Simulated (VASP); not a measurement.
Write the native input for VASP 6.6.1 that does the following.

```
Task                   : single point
Functional             : PBE
Potentials or basis    : VASP PAW PBE potentials, release 64 (Ti_sv, Si, S)
Cutoff                 : 520 eV
k mesh                 : 6 × 6 × 2
Occupations            : gaussian, width 0.1 eV
Spin                   : collinear spin
Starting moments       : [1.0, 1.0, 1.0, 1.0, 0.0, 0.0, 0.0, 0.0] μB
Dipole correction      : no
Further INCAR settings : ALGO = Normal; EDIFF = 1e-06; NBANDS = 48
```

The structure of Ti2SiS lies in POSCAR:

```
Ti2SiS
1.0
    3.1216686000      0.0000000000      0.0000000000
   -1.5608343000      2.7034443100      0.0000000000
    0.0000000000      0.0000000000     14.2399094300
Ti Si S
4 2 2
Direct
    0.6666666700      0.3333333300      0.4200922300
    0.3333333300      0.6666666700      0.5799077700
    0.3333333300      0.6666666700      0.9200922300
    0.6666666700      0.3333333300      0.0799077700
    0.6666666700      0.3333333300      0.7500000000
    0.3333333300      0.6666666700      0.2500000000
    0.0000000000      0.0000000000      0.0000000000
    0.0000000000      0.0000000000      0.5000000000
```

The cell was built from a structure type or drawn by symmetry, and may not be a known phase.

These files were run (other wordings do the same):

INCAR

```
SYSTEM = Ti2SiS
ALGO = Normal
EDIFF = 1E-6
ENCUT = 520
GGA = PE
ISIF = 2
ISMEAR = 0
ISPIN = 2
LASPH = .TRUE.
LCHARG = .FALSE.
LMAXMIX = 4
LORBIT = 11
LREAL = .FALSE.
LWAVE = .FALSE.
MAGMOM = 1 1 1 1 0 0 0 0
NBANDS = 48
NELM = 150
PREC = Accurate
SIGMA = 0.1
```

KPOINTS

```
k-points
0
G
  6 6 2
  0 0 0
```

Potentials or basis: VASP PAW PBE potentials, release 64 (Ti_sv, Si, S).

Command:

```sh
$ cat potpaw_PBE.64/Ti_sv/POTCAR potpaw_PBE.64/Si/POTCAR potpaw_PBE.64/S/POTCAR > POTCAR
$ mpirun -np 1 vasp_std > vasp.out
```

Results of the run:

* Pressure: 27.1 GPa
* Largest force: 5.952 eV/Å
* Band gap on the k mesh: zero (filled and empty bands overlap)
* Net moment: 0.00 μB per cell
* Valence electrons inside the program's atomic spheres: Ti 10.70; Si 1.50; S 4.01

Caveat: the k points lie up to 0.39 Å⁻¹ apart, too coarse for converged energies and pressures of a metal; forces of over 1 eV/Å act on the atoms, so gaps and moduli don't describe the material at rest.

It took 7.1 min on 1 thread of AMD EPYC 7R13 (shared host), peak memory 0.31 GiB.
